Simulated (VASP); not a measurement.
Runs of VASP 6.6.1 on ZrB2. The structure is that of space group P6/mmm (No. 191), or close to it. The cells are those of the table. 

| task | level | cell | cutoff (eV) | gap on the mesh (eV) | pressure (GPa) | relaxed volume (Å³/atom) |
| --- | --- | --- | --- | --- | --- | --- |
| relaxation of cell and atoms | RPBE | relaxed from a = 3.170, b = 3.170, c = 3.533 Å, angles 90.0, 90.0, 120.0°, 3 atoms | 600 | none | 0.0 | 10.44 |
| single point | PBE | a = 3.171, b = 3.171, c = 3.544 Å, angles 90.0, 90.0, 120.0°, 3 atoms | 520 | none | (a) | - |
| single point | RPBE | a = 3.186, b = 3.186, c = 3.562 Å, angles 90.0, 90.0, 120.0°, 3 atoms | 520 | none | 0.1 | - |
| relaxation of cell and atoms | PBE | relaxed from a = 3.170, b = 3.170, c = 3.533 Å, angles 90.0, 90.0, 120.0°, 3 atoms | 600 | none | 0.0 | 10.29 |

Alike in all rows: potentials or basis VASP PAW PBE potentials, release 64 (Zr_sv, B); no spin polarisation; k mesh 10 × 10 × 8; smearing fermi-dirac 0.1 eV.

Task: Fill in the values left out.

Result: (a) 0.2.

Caveats: the PAW data sets were made with another functional, which shifts forces and pressure a little (some runs).

A k mesh can miss the band edges, and the runs leave out spin-orbit coupling on Zr.

A gap of «none» marks levels without a gap at the run's occupations.
